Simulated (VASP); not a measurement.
# Sn (R-3m) in VASP: notebook

The runs below take Sn through single point, with PBE.

Everything below comes from runs of VASP 6.6.1. Logs are shortened: lines on timing, memory, paths and dates and some standing lists are left out, and cuts for length are marked.

### 1 The cell of the first run

It takes space group R-3m (No. 166, trigonal). The conventional cell has a = 4.613 Å, b = 4.613 Å, c = 11.131 Å, α = 90.00°, β = 90.00°, γ = 120.00°. Within 3.7 Å of Sn (site symmetry 3m) lie 4 Sn at 2.78 to 2.82 Å.

### 2 Single point, PBE (equal xy, yz and zx shear strains of -1 %)

File INCAR:

```
SYSTEM = Sn
PREC = Accurate
ENCUT = 520
EDIFF = 1E-6
ISMEAR = -1
SIGMA = 0.03
LREAL = .False.
LASPH = .True.
NELM = 60
ALGO = Normal
ISIF = 2
LWAVE = .False.
LCHARG = .False.
GGA = PE
NBANDS = 21
```

File KPOINTS:

```
Automatic mesh
0
Gamma
  9 9 9
  0 0 0
```

File POSCAR:

```
Sn
1.0
   -0.0324560000      3.2293720000      3.2293720000
    3.2293720000     -0.0324560000      3.2293720000
    3.2293720000      3.2293720000     -0.0324560000
Sn
2
Direct
    0.5000000000      0.5000000000      0.5000000000
    0.7500000000      0.7500000000      0.7500000000
```

Potentials or basis: VASP PAW PBE potentials, release 64 (Sn_d).

Run with:

```bash
cat potpaw_PBE.64/Sn_d/POTCAR > POTCAR
mpirun -np 1 vasp_std > vasp.out
```

OUTCAR:

```text
SYSTEM = Sn
   PREC = Accurate
   ENCUT = 520
   EDIFF = 1E-6
   ISMEAR = -1
   LREAL = .False.
   LASPH = .True.
   NELM = 60
   ISIF = 2
   GGA = PE

 ion  position               nearest neighbor table
   1  0.500  0.500  0.500-   2 2.78   2 2.82   2 2.82   2 2.82
   2  0.750  0.750  0.750-   1 2.78   1 2.82   1 2.82   1 2.82

  LATTYP: Found a trigonal (rhomboedric) cell.
 ALAT       =     4.5671370048
 COS(alpha) =     0.4899250057

  Lattice vectors:

 A1 = (  -0.0324560000,   3.2293720000,   3.2293720000)
 A2 = (   3.2293720000,  -0.0324560000,   3.2293720000)
 A3 = (   3.2293720000,   3.2293720000,  -0.0324560000)

Analysis of symmetry for initial positions (statically):
=====================================================================
 Subroutine PRICEL returns:
 Original cell was already a primitive cell.

 Routine SETGRP: Setting up the symmetry group for a
 trigonal (rhombohedral) supercell.

 Subroutine GETGRP returns: Found 12 space group operations
 (whereof  6 operations were pure point group operations)
 out of a pool of 12 trial point group operations.

The static configuration has the point symmetry C_3v.
 The point group associated with its full space group is D_3d.

Analysis of symmetry for dynamics (positions and initial velocities):
=====================================================================
 Subroutine PRICEL returns:
 Original cell was already a primitive cell.

 Routine SETGRP: Setting up the symmetry group for a
 trigonal (rhombohedral) supercell.

 Subroutine GETGRP returns: Found 12 space group operations
 (whereof  6 operations were pure point group operations)
 out of a pool of 12 trial point group operations.

The dynamic configuration has the point symmetry C_3v.
 The point group associated with its full space group is D_3d.

 Subroutine INISYM returns: Found 12 space group operations
 (whereof  6 operations are pure point group operations),
 and found     1 'primitive' translations

----------------------------------------------------------------------------------------

                                     Primitive cell

  volume of cell :      68.3726

  direct lattice vectors                    reciprocal lattice vectors
    -0.032456000  3.229372000  3.229372000    -0.152514096  0.154062462  0.154062462
     3.229372000 -0.032456000  3.229372000     0.154062462 -0.152514096  0.154062462
     3.229372000  3.229372000 -0.032456000     0.154062462  0.154062462 -0.152514096

  length of vectors
     4.567137005  4.567137005  4.567137005     0.265953067  0.265953067  0.265953067

  position of ions in fractional coordinates (direct lattice)
     0.500000000  0.500000000  0.500000000
     0.750000000  0.750000000  0.750000000

  ion indices of the primitive-cell ions
   primitive index   ion index
                 1           1
                 2           2

----------------------------------------------------------------------------------------

 KPOINTS: Automatic mesh

Automatic generation of k-mesh.
 Grid dimensions read from file:
 generate k-points for:    9    9    9

 Generating k-lattice:

  Cartesian coordinates                     Fractional coordinates (reciprocal lattice)
    -0.016946011  0.017118051  0.017118051     0.111111111  0.000000000  0.000000000
     0.017118051 -0.016946011  0.017118051     0.000000000  0.111111111  0.000000000
     0.017118051  0.017118051 -0.016946011     0.000000000  0.000000000  0.111111111

  Length of vectors
     0.029550341  0.029550341  0.029550341

  Shift w.r.t. Gamma in fractional coordinates (k-lattice)
     0.000000000  0.000000000  0.000000000

 Subroutine IBZKPT returns following result:
 ===========================================

 Found     85 irreducible k-points:

 Following reciprocal coordinates:
            Coordinates               Weight
  0.000000  0.000000  0.000000      1.000000
  0.111111 -0.000000 -0.000000      6.000000
  0.222222 -0.000000 -0.000000      6.000000
  0.333333  0.000000  0.000000      6.000000
  0.444444 -0.000000 -0.000000      6.000000
  0.111111  0.111111 -0.000000      6.000000
[... 16 lines left out ...]
 -0.333333  0.333333  0.000000      6.000000
  0.444444  0.444444 -0.000000      6.000000
 [... further k-points ...]
   k-points           NKPTS =     85   k-points in BZ     NKDIM =     85   number of bands    NBANDS=     21
   number of dos      NEDOS =    301   number of ions     NIONS =      2
   total plane-waves  NPLWV =  46656
   dimension x,y,z NGX =    36 NGY =   36 NGZ =   36
   dimension x,y,z NGXF=    72 NGYF=   72 NGZF=   72
   ions per type =               2
   NGX,Y,Z   is equivalent  to a cutoff of  13.10, 13.10, 13.10 a.u.
   NGXF,Y,Z  is equivalent  to a cutoff of  26.21, 26.21, 26.21 a.u.
 SYSTEM =  Sn
   PREC   = accura    normal or accurate (medium, high low for compatibility)
   ISTART =      0    job   : 0-new  1-cont  2-samecut
   ICHARG =      2    charge: 1-file 2-atom 10-const
   ISPIN  =      1    spin polarized calculation?
   LNONCOLLINEAR =      F non collinear calculations
   LSORBIT =      F    spin-orbit coupling
   LASPH  =      T    aspherical Exc in radial PAW
   ENCUT  =  520.0 eV  38.22 Ry    6.18 a.u.   8.49  8.49  8.49*2*pi/ulx,y,z
   NELM   =     60;   NELMIN=  2; NELMDL= -5     # of ELM steps
   EDIFF  = 0.1E-05   stopping-criterion for ELM
   LREAL  =      F    real-space projection
   EDIFFG = 0.1E-04   stopping-criterion for IOM
   NSW    =      0    number of steps for IOM
   IBRION =     -1    ionic relax: 0-MD 1-quasi-New 2-CG
   NFREE  =      0    steps in history (QN), initial steepest desc. (CG)
   ISIF   =      2    stress and relaxation
   ISYM   =      2    0-nonsym 1-usesym 2-fastsym
   POTIM  = 0.5000    time-step for ionic-motion
   TEBEG  =    0.0;   TEEND  =   0.0 temperature during run
   PSTRESS=    0.0 pullay stress
   NELECT =      28.0000    total number of electrons
   NUPDOWN=      -1.0000    fix difference up-down
   EMIN   =  10.00;   EMAX   =-10.00  energy-range for DOS
   EFERMI =   0.00;   METHOD = LEGACY
   ISMEAR =    -1;   SIGMA  =   0.03  broadening in eV -4-tet -1-fermi 0-gaus
   EFERMI_NEDOS =   21; number of points for ismear=-14 and -15
   IALGO  =     38    algorithm
   IMIX   =      4    mixing-type and parameters
     AMIX     =   0.40;   BMIX     =  1.00
     AMIX_MAG =   1.60;   BMIX_MAG =  1.00
  volume/ion in A,a.u.               =      34.19       230.70
  Fermi-wavevector in a.u.,A,eV,Ry     =   1.215720  2.297377 20.109058  1.477974
  Thomas-Fermi vector in A             =   2.351097
   LORBIT       =      0    0 simple, 1 ext, 2 COOP (PROOUT), +10 PAW based schemes
   GGA     = PE    functional components
   LHFCALC =     F    Hartree Fock is set to
   AEXX    =    0.0000 exact exchange contribution
   IVDW    =     0    specifies the selected vdW correction
   LEPSILON=     F    determine dielectric tensor
   LRPA    =     F    only Hartree local field effects (RPA)
 non-spin polarized calculation
  energy-cutoff  :      520.00
  volume of cell :       68.37
 maximum number of plane-waves:      1862
 NGX is ok and might be reduce to    36
   NGX = 17   NGY = 17   NGZ = 17

 number of electron      28.0000001 magnetization

 Free energy of the ion-electron system (eV)
  ---------------------------------------------------
  ext. energy  EPLUGINS =         0.00000000
  ---------------------------------------------------
  free energy    TOTEN  =        -7.63611101 eV

  energy without entropy =       -7.63567703  energy(sigma->0) =       -7.63589402

 E-fermi :   5.6082     XC(G=0):  -8.8718

 val. band max:        5.5580863528   @ k =   0.4444   0.4444   0.4444
 cond. band min:       5.6758322929   @ k =   0.4444  -0.0000  -0.0000
 fundamental gap:      0.1177459401
 Fermi energy:         5.6081660172

 k-point     1 :       0.0000    0.0000    0.0000
  band No.  band energies     occupation
      1     -16.0660      2.00000
      2     -16.0393      2.00000
      3     -16.0393      2.00000
      4     -15.9887      2.00000
      5     -15.9887      2.00000
      6     -15.6876      2.00000
[... 13 lines left out ...]
     20      13.5960      0.00000
     21      13.5960      0.00000

 k-point     2 :       0.1111   -0.0000   -0.0000
  band No.  band energies     occupation
      1     -16.0725      2.00000
      2     -16.0491      2.00000
      3     -16.0374      2.00000
      4     -15.9775      2.00000
      5     -15.9761      2.00000
      6     -15.7023      2.00000
[... 13 lines left out ...]
     20      12.7872      0.00000
     21      12.8562      0.00000

 k-point     3 :       0.2222   -0.0000   -0.0000
  band No.  band energies     occupation
      1     -16.0839      2.00000
      2     -16.0634      2.00000
      3     -16.0311      2.00000
      4     -15.9558      2.00000
      5     -15.9554      2.00000
      6     -15.7198      2.00000
[... 13 lines left out ...]
     20      12.4326      0.00000
     21      12.5498      0.00000

 k-point     4 :       0.3333    0.0000    0.0000
  band No.  band energies     occupation
      1     -16.0920      2.00000
      2     -16.0728      2.00000
      3     -16.0231      2.00000
      4     -15.9405      2.00000
      5     -15.9375      2.00000
      6     -15.7313      2.00000
[... 13 lines left out ...]
     20      12.8950      0.00000
     21      13.0668      0.00000

 k-point     5 :       0.4444   -0.0000   -0.0000
  band No.  band energies     occupation
      1     -16.0955      2.00000
      2     -16.0769      2.00000
      3     -16.0177      2.00000
      4     -15.9341      2.00000
      5     -15.9282      2.00000
      6     -15.7388      2.00000
[... 13 lines left out ...]
     20      13.9668      0.00000
     21      14.1911      0.00000

 k-point     6 :       0.1111    0.1111   -0.0000
  band No.  band energies     occupation
      1     -16.0713      2.00000
      2     -16.0478      2.00000
      3     -16.0466      2.00000
      4     -15.9789      2.00000
      5     -15.9628      2.00000
      6     -15.7264      2.00000
[... 13 lines left out ...]
     20      11.9453      0.00000
     21      13.7311      0.00000

 k-point     7 :       0.2222    0.1111   -0.0000
  band No.  band energies     occupation
      1     -16.0796      2.00000
      2     -16.0643      2.00000
      3     -16.0393      2.00000
      4     -15.9625      2.00000
      5     -15.9387      2.00000
      6     -15.7524      2.00000
[... 13 lines left out ...]
     20      12.3936      0.00000
     21      13.3812      0.00000
[... 291 lines left out ...]
      1     -16.0960      2.00000
      2     -16.0811      2.00000
      3     -16.0331      2.00000
      4     -15.9078      2.00000
      5     -15.8654      2.00000
      6     -15.8416      2.00000
[... 13 lines left out ...]
     20      14.8331      0.00000
     21      15.0251      0.00000

 k-point    21 :       0.4444    0.3333   -0.0000
  band No.  band energies     occupation
      1     -16.1031      2.00000
      2     -16.0951      2.00000
      3     -16.0037      2.00000
      4     -15.8905      2.00000
      5     -15.8828      2.00000
      6     -15.8174      2.00000
[... 13 lines left out ...]
     20      15.0410      0.00000
     21      15.4304      0.00000

 k-point    22 :      -0.4444    0.3333   -0.0000
  band No.  band energies     occupation
      1     -16.1154      2.00000
      2     -16.1030      2.00000
      3     -15.9709      2.00000
      4     -15.8850      2.00000
      5     -15.8610      2.00000
      6     -15.8218      2.00000
[... 13 lines left out ...]
     20      14.2360      0.00000
     21      15.9554      0.00000

 k-point    23 :      -0.3333    0.3333    0.0000
  band No.  band energies     occupation
      1     -16.1213      2.00000
      2     -16.1033      2.00000
      3     -15.9629      2.00000
      4     -15.8658      2.00000
      5     -15.8611      2.00000
      6     -15.8371      2.00000
[... 13 lines left out ...]
     20      13.0444      0.00000
     21      16.2679      0.00000

 k-point    24 :       0.4444    0.4444   -0.0000
  band No.  band energies     occupation
      1     -16.1052      2.00000
      2     -16.0915      2.00000
      3     -15.9922      2.00000
      4     -15.9336      2.00000
      5     -15.8557      2.00000
      6     -15.8000      2.00000
[... 13 lines left out ...]
     20      15.5375      0.00000
     21      15.8071      0.00000

 [... further k-points ...]

------------------------ aborting loop because EDIFF is reached ----------------------------------------

  FORCE on cell =-STRESS in cart. coord.  units (eV):
  Direction    XX          YY          ZZ          XY          YZ          ZX
  --------------------------------------------------------------------------------------
  -------------------------------------------------------------------------------------
  Total        1.3533384      1.3533384      1.3533384      0.2284998      0.2284998      0.2284998
  in kB       31.7128077     31.7128077     31.7128077      5.3544414      5.3544414      5.3544414
  external PRESSURE =      31.7128077 kB  Pullay stress =       0.0000000 kB

 VOLUME and BASIS-vectors are now :
 -----------------------------------------------------------------------------
  energy-cutoff  :      520.00
  volume of cell :       68.37
      direct lattice vectors                 reciprocal lattice vectors
    -0.032456000  3.229372000  3.229372000    -0.152514096  0.154062462  0.154062462
     3.229372000 -0.032456000  3.229372000     0.154062462 -0.152514096  0.154062462
     3.229372000  3.229372000 -0.032456000     0.154062462  0.154062462 -0.152514096

 POSITION                                       TOTAL-FORCE (eV/Angst)
 -----------------------------------------------------------------------------------
      3.21314      3.21314      3.21314        -0.104418     -0.104418     -0.104418
      4.81972      4.81972      4.81972         0.104418      0.104418      0.104418
 -----------------------------------------------------------------------------------
    total drift:                                0.000000      0.000000      0.000000

  FREE ENERGIE OF THE ION-ELECTRON SYSTEM (eV)
  ---------------------------------------------------
  free  energy   TOTEN  =        -7.6361110091 eV

  energy  without entropy=       -7.6356770317  energy(sigma->0) =       -7.63589402
```

It took 41 s on 1 thread of Intel Xeon 6975P-C (Granite Rapids), shared host; peak memory 0.25 GiB.

Results:

| Quantity | Value |
| --- | --- |
| Free energy | -7.6361 eV |
| Pressure | 3.2 GPa |
| Largest force | 0.181 eV/Å |
| Band gap on the k mesh | zero (bands 14 and 15 overlap by 0.16 eV) |

Forces on the atoms (eV/Å):
```
Sn  -0.104 -0.104 -0.104
Sn   0.104  0.104  0.104
```

Levels at points of the mesh, in eV from the Fermi level:
```
           k point  band 10  band 11  band 12  band 13  band 14  band 15  band 16  band 17  band 18  band 19
(0.00, 0.00, 0.00)   -21.27   -10.57    -0.62     0.11     0.11     0.12     2.13     2.13     2.32     5.05
```

Caveat: the cell differs from its parent crystal (equal xy, yz and zx shear strains of -1 %); the cell stands under pressure; spin-orbit coupling is left out, which moves the levels of the heavy elements.

### 3 Single point, PBE (equal xy, yz and zx shear strains of +2 %)

File INCAR:

```
  PREC = Accurate
  ENCUT = 520
  EDIFF = 1E-6
  ISMEAR = -1
  SIGMA = 0.03
  LREAL = F
  LASPH = T
  NELM = 60
  ALGO = Normal
  ISIF = 2
  LWAVE = F
  LCHARG = F
  GGA = PE
  NBANDS = 21
```

File KPOINTS:

```
regular mesh
0
Gamma
  9 9 9
```

File POSCAR:

```
Sn
1.0
    0.0649120000      3.2780560000      3.2780560000
    3.2780560000      0.0649120000      3.2780560000
    3.2780560000      3.2780560000      0.0649120000
Sn
2
Direct
    0.5000000000      0.5000000000      0.5000000000
    0.7500000000      0.7500000000      0.7500000000
```

Potentials or basis: VASP PAW PBE potentials, release 64 (Sn_d).

Run with:

```bash
cat potpaw_PBE.64/Sn_d/POTCAR > POTCAR
mpirun -np 1 vasp_std > vasp.out
```

Wall time 37 s (1 thread of Intel Xeon 6975P-C (Granite Rapids), shared host); peak memory 0.25 GiB.

Results (log left out):

- Free energy: -7.6261 eV
- Pressure: 3.2 GPa
- Largest force: 0.307 eV/Å
- Band gap on the k mesh: zero (bands 14 and 15 overlap by 0.15 eV)

Forces on the atoms (eV/Å):
```
Sn   0.177  0.177  0.177
Sn  -0.177 -0.177 -0.177
```

Stress tensor (GPa, compression positive):
```
 3.25 -1.02 -1.02
-1.02  3.25 -1.02
-1.02 -1.02  3.25
```

Levels at points of the mesh, in eV from the Fermi level:
| k point | band 12 | band 13 | band 14 | band 15 | band 16 | band 17 |
| --- | --- | --- | --- | --- | --- | --- |
| (0.00, 0.00, 0.00) | -0.61 | 0.10 | 0.15 | 0.15 | 2.00 | 2.33 |

Caveat: the cell differs from its parent crystal (equal xy, yz and zx shear strains of +2 %); the cell stands under pressure; spin-orbit coupling is left out, which moves the levels of the heavy elements.

[end of part 1 of 2]
